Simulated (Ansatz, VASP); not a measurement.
# One calculation of Rh, two programs

```xyz
1
Lattice="0.2386 2.0280 2.0280 2.0280 0.2386 2.0280 2.0280 2.0280 0.2386" Properties=species:S:1:pos:R:3 pbc="T T T"
Rh    0.0000    0.0000    0.0000
```

Alike in both runs: task single point; functional PBEsol; k mesh 24 × 24 × 24; occupations gaussian, width 0.15 eV; no spin polarisation.

|  | VASP | Ansatz |
| --- | --- | --- |
| version | VASP 6.6.1 | Ansatz 0.2.0 |
| potentials or method | VASP PAW PBE potentials, release 64 (Rh_pv), cutoff 520 eV | scalar-relativistic, plane waves, PAW |
| valence electrons in the cell | 15 | 17 |

|  | VASP | Ansatz | Ansatz less VASP |
| --- | --- | --- | --- |
| gap on the k mesh at the Fermi level (eV) | none | none | - |
| pressure (GPa) | 8.1 | 8.1 | +0.01 |
| traceless stress, the component that is largest in VASP (GPa) | -21.18 | -21.18 | -0.006 |

VASP's potentials were made for PBE, not for PBEsol. A gap of «none» marks a metal or a gap that the smearing closes. VASP's potentials hold 15 valence electrons a cell and Ansatz's 17, so a difference there can come from the potentials and not from the codes.
